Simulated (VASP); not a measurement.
# Ta2Ru (I4/mmm) in VASP: single point with PBE

Aim: the single point of Ta2Ru with PBE.

Everything below comes from runs of VASP 6.6.1. Logs are shortened: lines on timing, memory, paths and dates and some standing lists are left out, and cuts for length are marked.

### Step 1. The cell of the first run

The structure is tetragonal, space group I4/mmm (No. 139). The conventional cell has a = 3.150 Å, b = 3.150 Å, c = 9.450 Å, α = 90.00°, β = 90.00°, γ = 90.00°. Ta (site symmetry 4mm) has 9 Ta at 2.73 to 3.15 Å and 5 Ru at 2.73 to 3.15 Å within 3.6 Å. Within 3.6 Å of Ru (site symmetry 4/mmm) lie 10 Ta at 2.73 to 3.15 Å and 4 Ru at 3.15 Å.

### Step 2. Single point, PBE

INCAR reads:

```
ALGO = Normal
EDIFF = 1E-7
ENCUT = 520
GGA = PE
ISIF = 2
ISMEAR = 0
LASPH = True
LCHARG = False
LREAL = False
LWAVE = False
NBANDS = 25
NELM = 100
PREC = Accurate
SIGMA = 0.1
```

KPOINTS reads:

```
k-points
0
Gamma
  8 8 8
```

POSCAR reads:

```
Ta2Ru
1.0
   -1.5750472300      1.5750472300      4.7251416800
    1.5750472300     -1.5750472300      4.7251416800
    1.5750472300      1.5750472300     -4.7251416800
Ta Ru
2 1
Direct
    0.8333333300      0.8333333300      0.0000000000
    0.1666666700      0.1666666700      0.0000000000
    0.5000000000      0.5000000000      0.0000000000
```

Potentials or basis: VASP PAW PBE potentials, release 64 (Ta_pv, Ru_pv).

Command:

```sh
$ cat potpaw_PBE.64/Ta_pv/POTCAR potpaw_PBE.64/Ru_pv/POTCAR > POTCAR
$ mpirun -np 1 vasp_std > vasp.out
```

OUTCAR:

```text
EDIFF = 1E-7
   ENCUT = 520
   GGA = PE
   ISIF = 2
   ISMEAR = 0
   LASPH = True
   LREAL = False
   NELM = 100
   PREC = Accurate

 ion  position               nearest neighbor table
   1  0.833  0.833  0.000-   2 2.73   2 2.73   2 2.73   2 2.73   3 2.73   3 2.73   3 2.73   3 2.73
                             3 3.15   2 3.15
   2  0.167  0.167  0.000-   1 2.73   1 2.73   1 2.73   1 2.73   3 2.73   3 2.73   3 2.73   3 2.73
                             3 3.15   1 3.15
   3  0.500  0.500  0.000-   2 2.73   2 2.73   2 2.73   1 2.73   2 2.73   1 2.73   1 2.73   1 2.73
                             1 3.15   2 3.15

  LATTYP: Found a body centered tetragonal cell.
 ALAT       =     3.1500944600
 C/A-ratio  =     2.9999999937

  Lattice vectors:

 A1 = (  -1.5750472300,   1.5750472300,   4.7251416800)
 A2 = (   1.5750472300,  -1.5750472300,   4.7251416800)
 A3 = (   1.5750472300,   1.5750472300,  -4.7251416800)

Analysis of symmetry for initial positions (statically):
=====================================================================
 Subroutine PRICEL returns:
 Original cell was already a primitive cell.

 Routine SETGRP: Setting up the symmetry group for a
 body centered tetragonal supercell.

 Subroutine GETGRP returns: Found 16 space group operations
 (whereof 16 operations were pure point group operations)
 out of a pool of 16 trial point group operations.

The static configuration has the point symmetry D_4h.

Analysis of symmetry for dynamics (positions and initial velocities):
=====================================================================
 Subroutine PRICEL returns:
 Original cell was already a primitive cell.

 Routine SETGRP: Setting up the symmetry group for a
 body centered tetragonal supercell.

 Subroutine GETGRP returns: Found 16 space group operations
 (whereof 16 operations were pure point group operations)
 out of a pool of 16 trial point group operations.

The dynamic configuration has the point symmetry D_4h.

 Subroutine INISYM returns: Found 16 space group operations
 (whereof 16 operations are pure point group operations),
 and found     1 'primitive' translations

----------------------------------------------------------------------------------------

                                     Primitive cell

  volume of cell :      46.8880

  direct lattice vectors                    reciprocal lattice vectors
    -1.575047230  1.575047230  4.725141680     0.000000000  0.317450798  0.105816933
     1.575047230 -1.575047230  4.725141680     0.317450798  0.000000000  0.105816933
     1.575047230  1.575047230 -4.725141680     0.317450798  0.317450798  0.000000000

  length of vectors
     5.223840680  5.223840680  5.223840680     0.334622522  0.334622522  0.448943224

  position of ions in fractional coordinates (direct lattice)
     0.833333330  0.833333330  0.000000000
     0.166666670  0.166666670  0.000000000
     0.500000000  0.500000000  0.000000000

  ion indices of the primitive-cell ions
   primitive index   ion index
                 1           1
                 2           2
                 3           3

----------------------------------------------------------------------------------------

 KPOINTS: k-points

Automatic generation of k-mesh.
 Grid dimensions read from file:
 generate k-points for:    8    8    8

 Generating k-lattice:

  Cartesian coordinates                     Fractional coordinates (reciprocal lattice)
     0.000000000  0.039681350  0.013227117     0.125000000  0.000000000  0.000000000
     0.039681350  0.000000000  0.013227117     0.000000000  0.125000000  0.000000000
     0.039681350  0.039681350  0.000000000     0.000000000  0.000000000  0.125000000

  Length of vectors
     0.041827815  0.041827815  0.056117903

  Shift w.r.t. Gamma in fractional coordinates (k-lattice)
     0.000000000  0.000000000  0.000000000

 Subroutine IBZKPT returns following result:
 ===========================================

 Found     59 irreducible k-points:

 Following reciprocal coordinates:
            Coordinates               Weight
  0.000000  0.000000  0.000000      1.000000
  0.125000 -0.000000  0.000000      8.000000
  0.250000 -0.000000  0.000000      8.000000
  0.375000 -0.000000  0.000000      8.000000
  0.500000 -0.000000  0.000000      4.000000
  0.125000  0.125000  0.000000      8.000000
[... 16 lines left out ...]
  0.250000  0.125000  0.125000     16.000000
  0.375000  0.125000  0.125000      8.000000
 [... further k-points ...]
   k-points           NKPTS =     59   k-points in BZ     NKDIM =     59   number of bands    NBANDS=     25
   number of dos      NEDOS =    301   number of ions     NIONS =      3
   total plane-waves  NPLWV =  64000
   dimension x,y,z NGX =    40 NGY =   40 NGZ =   40
   dimension x,y,z NGXF=    80 NGYF=   80 NGZF=   80
   ions per type =               2   1
   NGX,Y,Z   is equivalent  to a cutoff of  12.73, 12.73, 12.73 a.u.
   NGXF,Y,Z  is equivalent  to a cutoff of  25.46, 25.46, 25.46 a.u.
 SYSTEM =  unknown system
   PREC   = accura    normal or accurate (medium, high low for compatibility)
   ISTART =      0    job   : 0-new  1-cont  2-samecut
   ICHARG =      2    charge: 1-file 2-atom 10-const
   ISPIN  =      1    spin polarized calculation?
   LNONCOLLINEAR =      F non collinear calculations
   LSORBIT =      F    spin-orbit coupling
   LASPH  =      T    aspherical Exc in radial PAW
   ENCUT  =  520.0 eV  38.22 Ry    6.18 a.u.   9.71  9.71  9.71*2*pi/ulx,y,z
   NELM   =    100;   NELMIN=  2; NELMDL= -5     # of ELM steps
   EDIFF  = 0.1E-06   stopping-criterion for ELM
   LREAL  =      F    real-space projection
   EDIFFG = 0.1E-05   stopping-criterion for IOM
   NSW    =      0    number of steps for IOM
   IBRION =     -1    ionic relax: 0-MD 1-quasi-New 2-CG
   NFREE  =      0    steps in history (QN), initial steepest desc. (CG)
   ISIF   =      2    stress and relaxation
   ISYM   =      2    0-nonsym 1-usesym 2-fastsym
   POTIM  = 0.5000    time-step for ionic-motion
   TEBEG  =    0.0;   TEEND  =   0.0 temperature during run
   PSTRESS=    0.0 pullay stress
   NELECT =      36.0000    total number of electrons
   NUPDOWN=      -1.0000    fix difference up-down
   EMIN   =  10.00;   EMAX   =-10.00  energy-range for DOS
   EFERMI =   0.00;   METHOD = LEGACY
   ISMEAR =     0;   SIGMA  =   0.10  broadening in eV -4-tet -1-fermi 0-gaus
   EFERMI_NEDOS =   21; number of points for ismear=-14 and -15
   IALGO  =     38    algorithm
   IMIX   =      4    mixing-type and parameters
     AMIX     =   0.40;   BMIX     =  1.00
     AMIX_MAG =   1.60;   BMIX_MAG =  1.00
  volume/ion in A,a.u.               =      15.63       105.47
  Fermi-wavevector in a.u.,A,eV,Ry     =   1.499069  2.832830 30.575126  2.247208
  Thomas-Fermi vector in A             =   2.610747
   LORBIT       =      0    0 simple, 1 ext, 2 COOP (PROOUT), +10 PAW based schemes
   GGA     = PE    functional components
   LHFCALC =     F    Hartree Fock is set to
   AEXX    =    0.0000 exact exchange contribution
   IVDW    =     0    specifies the selected vdW correction
   LEPSILON=     F    determine dielectric tensor
   LRPA    =     F    only Hartree local field effects (RPA)
 non-spin polarized calculation
 Gauss-broadening in eV      SIGMA  =   0.10
  energy-cutoff  :      520.00
  volume of cell :       46.89
 maximum number of plane-waves:      1288
   NGX = 19   NGY = 19   NGZ = 19

 number of electron      36.0000000 magnetization

 Free energy of the ion-electron system (eV)
  ---------------------------------------------------
  ext. energy  EPLUGINS =         0.00000000
  ---------------------------------------------------
  free energy    TOTEN  =       -33.50579364 eV

  energy without entropy =      -33.49280796  energy(sigma->0) =      -33.49930080

 E-fermi :   8.9142     XC(G=0): -13.3438

 val. band max:        8.8981121988   @ k =  -0.1250   0.1250   0.1250
 cond. band min:       8.9274332712   @ k =   0.3750   0.3750   0.0000
 fundamental gap:      0.0293210724
 Fermi energy:         8.9141706707

 k-point     1 :       0.0000    0.0000    0.0000
  band No.  band energies     occupation
      1     -34.3778      2.00000
      2     -34.3218      2.00000
      3     -34.3218      2.00000
      4     -26.0809      2.00000
      5     -25.7535      2.00000
      6     -25.7535      2.00000
[... 17 lines left out ...]
     24      11.0354      0.00000
     25      13.5516      0.00000

 k-point     2 :       0.1250   -0.0000    0.0000
  band No.  band energies     occupation
      1     -34.3770      2.00000
      2     -34.3397      2.00000
      3     -34.3196      2.00000
      4     -26.0755      2.00000
      5     -25.8268      2.00000
      6     -25.7259      2.00000
[... 17 lines left out ...]
     24      12.6002      0.00000
     25      13.9182      0.00000

 k-point     3 :       0.2500   -0.0000    0.0000
  band No.  band energies     occupation
      1     -34.3825      2.00000
      2     -34.3748      2.00000
      3     -34.3142      2.00000
      4     -26.0864      2.00000
      5     -25.9748      2.00000
      6     -25.6498      2.00000
[... 17 lines left out ...]
     24      13.8905      0.00000
     25      14.1358      0.00000

 k-point     4 :       0.3750   -0.0000    0.0000
  band No.  band energies     occupation
      1     -34.4247      2.00000
      2     -34.3726      2.00000
      3     -34.3087      2.00000
      4     -26.1389      2.00000
      5     -26.1001      2.00000
      6     -25.5424      2.00000
[... 17 lines left out ...]
     24      13.8263      0.00000
     25      14.0937      0.00000
[... 477 lines left out ...]
 k-point    22 :       0.1250    0.1250    0.1250
  band No.  band energies     occupation
      1     -34.3768      2.00000
      2     -34.3751      2.00000
      3     -34.3680      2.00000
      4     -26.1064      2.00000
      5     -25.9770      2.00000
      6     -25.7930      2.00000
[... 17 lines left out ...]
     24      12.6787      0.00000
     25      12.9478      0.00000

 k-point    23 :       0.2500    0.1250    0.1250
  band No.  band energies     occupation
      1     -34.4192      2.00000
      2     -34.3715      2.00000
      3     -34.3629      2.00000
      4     -26.1370      2.00000
      5     -26.0801      2.00000
      6     -25.7253      2.00000
[... 17 lines left out ...]
     24      13.1845      0.00000
     25      13.4285      0.00000

 k-point    24 :       0.3750    0.1250    0.1250
  band No.  band energies     occupation
      1     -34.4370      2.00000
      2     -34.3697      2.00000
      3     -34.3608      2.00000
      4     -26.1557      2.00000
      5     -26.1285      2.00000
      6     -25.6424      2.00000
[... 17 lines left out ...]
     24      13.3718      0.00000
     25      14.6899      0.00000

 [... further k-points ...]

------------------------ aborting loop because EDIFF is reached ----------------------------------------

  FORCE on cell =-STRESS in cart. coord.  units (eV):
  Direction    XX          YY          ZZ          XY          YZ          ZX
  --------------------------------------------------------------------------------------
  -------------------------------------------------------------------------------------
  Total        5.3521445      5.3521445      5.7300242      0.0000000      0.0000000      0.0000000
  in kB      182.8843004    182.8843004    195.7965558      0.0000000      0.0000000      0.0000000
  external PRESSURE =     187.1883855 kB  Pullay stress =       0.0000000 kB

 VOLUME and BASIS-vectors are now :
 -----------------------------------------------------------------------------
  energy-cutoff  :      520.00
  volume of cell :       46.89
      direct lattice vectors                 reciprocal lattice vectors
    -1.575047230  1.575047230  4.725141680     0.000000000  0.317450798  0.105816933
     1.575047230 -1.575047230  4.725141680     0.317450798  0.000000000  0.105816933
     1.575047230  1.575047230 -4.725141680     0.317450798  0.317450798  0.000000000

 POSITION                                       TOTAL-FORCE (eV/Angst)
 -----------------------------------------------------------------------------------
      0.00000      0.00000      7.87524         0.000000      0.000000      1.069620
      0.00000      0.00000      1.57505        -0.000000     -0.000000     -1.069620
      0.00000      0.00000      4.72514         0.000000      0.000000      0.000000
 -----------------------------------------------------------------------------------
    total drift:                               -0.000000      0.000000      0.000000

  FREE ENERGIE OF THE ION-ELECTRON SYSTEM (eV)
  ---------------------------------------------------
  free  energy   TOTEN  =       -33.5057936393 eV

  energy  without entropy=      -33.4928079635  energy(sigma->0) =      -33.49930080
```

Run time: 50 s. Hardware: 1 thread of Intel Xeon 6975P-C (Granite Rapids), shared host; peak memory 0.27 GiB.

Results:

* Free energy: -33.5058 eV
* Pressure: 18.7 GPa
* Largest force: 1.070 eV/Å
* Band gap on the k mesh: zero (band 18 reaches 9.78 eV, above the bottom of band 19 at 8.03 eV)

Forces on the atoms (eV/Å):
```
Ta   0.000  0.000  1.070
Ta   0.000  0.000 -1.070
Ru   0.000  0.000  0.000
```

Levels at points of the mesh, in eV from the Fermi level:
| k point | band 15 | band 16 | band 17 | band 18 | band 19 | band 20 | band 21 | band 22 |
| --- | --- | --- | --- | --- | --- | --- | --- | --- |
| (0.00, 0.00, 0.00) | -2.29 | -2.29 | -2.13 | 0.87 | 0.87 | 1.43 | 1.82 | 1.82 |
| (0.50, 0.00, 0.00) | -2.95 | -2.26 | -1.05 | -0.84 | 0.56 | 0.99 | 1.31 | 1.50 |
| (0.50, 0.50, 0.00) | -3.11 | -1.64 | -1.56 | -0.32 | 0.13 | 1.02 | 2.78 | 4.46 |
| (0.50, 0.50, 0.50) | -2.51 | -1.86 | -1.70 | -0.34 | -0.34 | 0.15 | 1.11 | 1.34 |

Caveat: spin-orbit coupling is left out, which moves the levels of the heavy elements; forces of over 1 eV/Å act on the atoms, so gaps and moduli don't describe the material at rest.
